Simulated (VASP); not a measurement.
# Na in VASP: notebook

Na is run at these levels: r2SCAN, PBEsol; tasks: single point.

Program: VASP 6.6.1. These are calculated values, not measurements. Logs are shortened: lines on timing, memory, paths and dates and some standing lists are left out, and cuts for length are marked.

### 1 The cell of the first run

The structure is tetragonal, space group I4/mmm (No. 139). The conventional cell has a = 3.827 Å, b = 3.827 Å, c = 5.345 Å, α = 90.00°, β = 90.00°, γ = 90.00°. Within 5.0 Å of Na (site symmetry 4/mmm) lie 12 Na at 3.80 to 3.83 Å.

### 2 Single point, r2SCAN (strained)

Contents of POSCAR:

```
Na
1.0
   -1.9134808830      1.9134808830      2.6724579509
    1.9134808830     -1.9134808830      2.6724579509
    1.9134808830      1.9134808830     -2.6724579509
Na
1
Direct
    0.0000000000      0.0000000000      0.0000000000
```

Contents of INCAR.step1:

```
PREC = Accurate
ENCUT = 520
ISMEAR = 0
SIGMA = 0.1
LREAL = F
LASPH = T
NELM = 80
NBANDS = 10
GGA = PE
ALGO = Normal
EDIFF = 1E-4
LWAVE = T
LCHARG = F
```

Contents of INCAR.step2:

```
PREC = Accurate
ENCUT = 520
EDIFF = 1E-6
ISMEAR = 0
SIGMA = 0.1
LREAL = F
LASPH = T
NELM = 80
ALGO = Normal
ISIF = 2
LWAVE = F
LCHARG = F
METAGGA = R2SCAN
LMIXTAU = T
NBANDS = 10
ISTART = 1
```

Contents of KPOINTS:

```
regular mesh
0
Gamma
  16 16 16
```

Potentials or basis: VASP PAW PBE potentials, release 64 (Na_pv).

Run with:

```console
> cat potpaw_PBE.64/Na_pv/POTCAR > POTCAR
> cp INCAR.step1 INCAR
> mpirun -np 1 vasp_std > vasp.out
> cp INCAR.step2 INCAR
> mpirun -np 1 vasp_std > vasp.out
```

OUTCAR:

```text
PREC = Accurate
   ENCUT = 520
   EDIFF = 1E-6
   ISMEAR = 0
   LREAL = F
   LASPH = T
   NELM = 80
   ISIF = 2
   METAGGA = R2SCAN
   ISTART = 1

 ion  position               nearest neighbor table
   1  0.000  0.000  0.000-

  LATTYP: Found a body centered tetragonal cell.
 ALAT       =     3.8269617660
 C/A-ratio  =     1.3966473220

  Lattice vectors:

 A1 = (  -1.9134808830,   1.9134808830,   2.6724579509)
 A2 = (   1.9134808830,  -1.9134808830,   2.6724579509)
 A3 = (   1.9134808830,   1.9134808830,  -2.6724579509)

Analysis of symmetry for initial positions (statically):
=====================================================================
 Subroutine PRICEL returns:
 Original cell was already a primitive cell.

 Routine SETGRP: Setting up the symmetry group for a
 body centered tetragonal supercell.

 Subroutine GETGRP returns: Found 16 space group operations
 (whereof 16 operations were pure point group operations)
 out of a pool of 16 trial point group operations.

The static configuration has the point symmetry D_4h.

Analysis of symmetry for dynamics (positions and initial velocities):
=====================================================================
 Subroutine PRICEL returns:
 Original cell was already a primitive cell.

 Routine SETGRP: Setting up the symmetry group for a
 body centered tetragonal supercell.

 Subroutine GETGRP returns: Found 16 space group operations
 (whereof 16 operations were pure point group operations)
 out of a pool of 16 trial point group operations.

The dynamic configuration has the point symmetry D_4h.

 Subroutine INISYM returns: Found 16 space group operations
 (whereof 16 operations are pure point group operations),
 and found     1 'primitive' translations

----------------------------------------------------------------------------------------

                                     Primitive cell

  volume of cell :      39.1398

  direct lattice vectors                    reciprocal lattice vectors
    -1.913480883  1.913480883  2.672457951     0.000000000  0.261303891  0.187093683
     1.913480883 -1.913480883  2.672457951     0.261303891  0.000000000  0.187093683
     1.913480883  1.913480883 -2.672457951     0.261303891  0.261303891  0.000000000

  length of vectors
     3.803268289  3.803268289  3.803268289     0.321377923  0.321377923  0.369539506

  position of ions in fractional coordinates (direct lattice)
[... 75 lines left out ...]
   ENCUT  =  520.0 eV  38.22 Ry    6.18 a.u.   7.07  7.07  7.07*2*pi/ulx,y,z
   NELM   =     80;   NELMIN=  2; NELMDL=  0     # of ELM steps
   EDIFF  = 0.1E-05   stopping-criterion for ELM
   LREAL  =      F    real-space projection
   EDIFFG = 0.1E-04   stopping-criterion for IOM
   NSW    =      0    number of steps for IOM
   IBRION =     -1    ionic relax: 0-MD 1-quasi-New 2-CG
   NFREE  =      0    steps in history (QN), initial steepest desc. (CG)
   ISIF   =      2    stress and relaxation
   ISYM   =      2    0-nonsym 1-usesym 2-fastsym
   POTIM  = 0.5000    time-step for ionic-motion
   TEBEG  =    0.0;   TEEND  =   0.0 temperature during run
   PSTRESS=    0.0 pullay stress
   NELECT =       7.0000    total number of electrons
   NUPDOWN=      -1.0000    fix difference up-down
   EMIN   =  10.00;   EMAX   =-10.00  energy-range for DOS
   EFERMI =   0.00;   METHOD = LEGACY
   ISMEAR =     0;   SIGMA  =   0.10  broadening in eV -4-tet -1-fermi 0-gaus
   EFERMI_NEDOS =   21; number of points for ismear=-14 and -15
   IALGO  =     38    algorithm
   IMIX   =      4    mixing-type and parameters
     AMIX     =   0.40;   BMIX     =  1.00
     AMIX_MAG =   1.60;   BMIX_MAG =  1.00
  volume/ion in A,a.u.               =      39.14       264.13
  Fermi-wavevector in a.u.,A,eV,Ry     =   0.922361  1.743010 11.575165  0.850751
  Thomas-Fermi vector in A             =   2.047880
   LORBIT       =      0    0 simple, 1 ext, 2 COOP (PROOUT), +10 PAW based schemes
   METAGGA = R2SCAN    functional components
   LHFCALC =     F    Hartree Fock is set to
   AEXX    =    0.0000 exact exchange contribution
   IVDW    =     0    specifies the selected vdW correction
   LEPSILON=     F    determine dielectric tensor
   LRPA    =     F    only Hartree local field effects (RPA)
 non-spin polarized calculation
 Gauss-broadening in eV      SIGMA  =   0.10
  energy-cutoff  :      520.00
  volume of cell :       39.14
 maximum number of plane-waves:      1067
   NGX = 15   NGY = 15   NGZ = 15

 number of electron       6.9999995 magnetization

 Free energy of the ion-electron system (eV)
  ---------------------------------------------------
  ext. energy  EPLUGINS =         0.00000000
  ---------------------------------------------------
  free energy    TOTEN  =        -3.55399944 eV

  energy without entropy =       -3.55194309  energy(sigma->0) =       -3.55297127

 E-fermi :   0.2027     XC(G=0):  -6.7665

 val. band max:        0.1828296014   @ k =  -0.1250  -0.4375   0.0625
 cond. band min:       0.2155111333   @ k =  -0.2500  -0.4375   0.1875
 fundamental gap:      0.0326815319
 Fermi energy:         0.2026963205

 k-point     1 :       0.0000    0.0000    0.0000
  band No.  band energies     occupation
      1     -25.8585      2.00000
      2     -25.8585      2.00000
      3     -25.8583      2.00000
      4      -3.1777      2.00000
      5      11.6218      0.00000
      6      11.6219      0.00000
      7      11.6723      0.00000
      8      12.8867      0.00000
      9      13.5552      0.00000
     10      13.5566      0.00000
[... 287 lines left out ...]
 k-point    24 :      -0.0625    0.0625    0.0000
  band No.  band energies     occupation
      1     -25.8596      2.00000
      2     -25.8589      2.00000
      3     -25.8587      2.00000
      4      -3.0891      2.00000
      5      10.8135      0.00000
      6      11.1142      0.00000
      7      11.1512      0.00000
      8      13.0417      0.00000
      9      13.8679      0.00000
     10      14.2231      0.00000

 [... further k-points ...]
[... 5 lines left out ...]
  --------------------------------------------------------------------------------------
  -------------------------------------------------------------------------------------
  Total       -0.0759319     -0.0759319     -0.0533714      0.0000000      0.0000000      0.0000000
  in kB       -3.1082490     -3.1082490     -2.1847424      0.0000000      0.0000000      0.0000000
  external PRESSURE =      -2.8004134 kB  Pullay stress =       0.0000000 kB

 VOLUME and BASIS-vectors are now :
 -----------------------------------------------------------------------------
  energy-cutoff  :      520.00
  volume of cell :       39.14
      direct lattice vectors                 reciprocal lattice vectors
    -1.913480883  1.913480883  2.672457951     0.000000000  0.261303891  0.187093683
     1.913480883 -1.913480883  2.672457951     0.261303891  0.000000000  0.187093683
     1.913480883  1.913480883 -2.672457951     0.261303891  0.261303891  0.000000000

 POSITION                                       TOTAL-FORCE (eV/Angst)
 -----------------------------------------------------------------------------------
      0.00000      0.00000      0.00000         0.000000     -0.000000      0.000000
 -----------------------------------------------------------------------------------
    total drift:                               -0.000000     -0.000000     -0.000000

  FREE ENERGIE OF THE ION-ELECTRON SYSTEM (eV)
  ---------------------------------------------------
  free  energy   TOTEN  =        -3.5539994424 eV

  energy  without entropy=       -3.5519430915  energy(sigma->0) =       -3.55297127
```

OSZICAR.step1:

```text
N       E                     dE             d eps       ncg     rms          rms(c)
DAV:   1     0.273940460239E+02    0.27394E+02   -0.37913E+03  7000   0.577E+02
DAV:   2    -0.711892936846E+00   -0.28106E+02   -0.27957E+02  7206   0.146E+02
DAV:   3    -0.130617383374E+01   -0.59428E+00   -0.59390E+00  8392   0.233E+01
DAV:   4    -0.131145355032E+01   -0.52797E-02   -0.52792E-02  8250   0.217E+00
DAV:   5    -0.131153120338E+01   -0.77653E-04   -0.77651E-04  7954   0.258E-01    0.200E-01
DAV:   6    -0.131121529546E+01    0.31591E-03   -0.46112E-04  8216   0.258E-01    0.135E-01
DAV:   7    -0.131098565114E+01    0.22964E-03   -0.97283E-04  7812   0.313E-01    0.156E-02
DAV:   8    -0.131097726046E+01    0.83907E-05   -0.46587E-05  4446   0.115E-01
   1 F= -.13109773E+01 E0= -.13098856E+01  d E =-.218341E-02
```

Run time: 5.3 min. Hardware: 1 thread of Intel Xeon Platinum 8259CL at 2.50GHz (Skylake/Cascade Lake), shared host; peak memory 0.24 GiB.

What came out:

```
Free energy            : -3.5540 eV
Pressure               : -0.3 GPa
Band gap on the k mesh : zero (an odd number of electrons rules out a gap without spin polarisation)
```

Stress tensor (GPa, compression positive):
```
-0.31  0.00  0.00
 0.00 -0.31  0.00
 0.00  0.00 -0.22
```

Caveat: the cell differs from its parent crystal (strained); the PAW data sets were made with another functional, which shifts forces and pressure a little.

### 3 Single point, PBEsol (the cell strained at random)

Contents of INCAR:

```
SYSTEM = Na
ALGO = Fast ; EDIFF = 1E-6
ENCUT = 520 ; GGA = PS
ISIF = 2 ; ISMEAR = 0
LASPH = .True. ; LCHARG = .True.
LELF = .True. ; LREAL = .False.
LVHAR = .True. ; LWAVE = .False.
NBANDS = 10 ; NELM = 60
PREC = Accurate ; SIGMA = 0.1
```

Contents of KPOINTS:

```
k-points
0
Gamma
  12 12 14
  0 0 0
```

Contents of POSCAR:

```
Na
1.0
   -1.7723415755      1.8180369633      2.5496855310
    1.7999274896     -1.8823337687      2.6154735923
    1.7998728595      1.9098650527     -2.5957220676
Na
1
Direct
    0.0000000000      0.0000000000      0.0000000000
```

Potentials or basis: VASP PAW PBE potentials, release 64 (Na_pv).

Run with:

```console
> cat potpaw_PBE.64/Na_pv/POTCAR > POTCAR
> mpirun -np 1 vasp_std > vasp.out
```

It took 3.6 min on 1 thread of Intel Xeon Platinum 8259CL at 2.50GHz (Skylake/Cascade Lake), shared host; peak memory 0.37 GiB.

The run converged. Its results:

```yaml
Free_energy: -1.3976 eV
Pressure: 0.5 GPa
Band_gap_on_the_k_mesh: zero (an odd number of electrons rules out a gap without spin polarisation)
```

Stress tensor (GPa, compression positive):
```
 0.67 -0.06 -0.07
-0.06  0.36  0.20
-0.07  0.20  0.51
```

Levels at points of the mesh, in eV from the Fermi level:
| k point | band 1 | band 2 | band 3 | band 4 | band 5 | band 6 |
| --- | --- | --- | --- | --- | --- | --- |
| (0.00, 0.00, 0.00) | -24.72 | -24.72 | -24.72 | -3.41 | 11.01 | 11.61 |
| (0.50, 0.00, 0.00) | -24.77 | -24.73 | -24.73 | 0.56 | 1.05 | 10.29 |
| (0.00, 0.50, 0.00) | -24.77 | -24.73 | -24.73 | 0.61 | 1.11 | 10.10 |
| (0.50, 0.50, 0.00) | -24.77 | -24.74 | -24.74 | 1.92 | 2.49 | 6.41 |
| (0.00, 0.00, 0.50) | -24.77 | -24.74 | -24.74 | 1.76 | 2.34 | 6.53 |
| (0.50, 0.00, 0.50) | -24.77 | -24.73 | -24.73 | 0.69 | 1.21 | 10.16 |
| (0.00, 0.50, 0.50) | -24.76 | -24.73 | -24.73 | 0.40 | 0.84 | 10.63 |
| (0.50, 0.50, 0.50) | -24.77 | -24.74 | -24.74 | 1.87 | 2.44 | 6.42 |

Caveat: the cell differs from its parent crystal (the cell strained at random); the PAW data sets were made with another functional, which shifts forces and pressure a little.
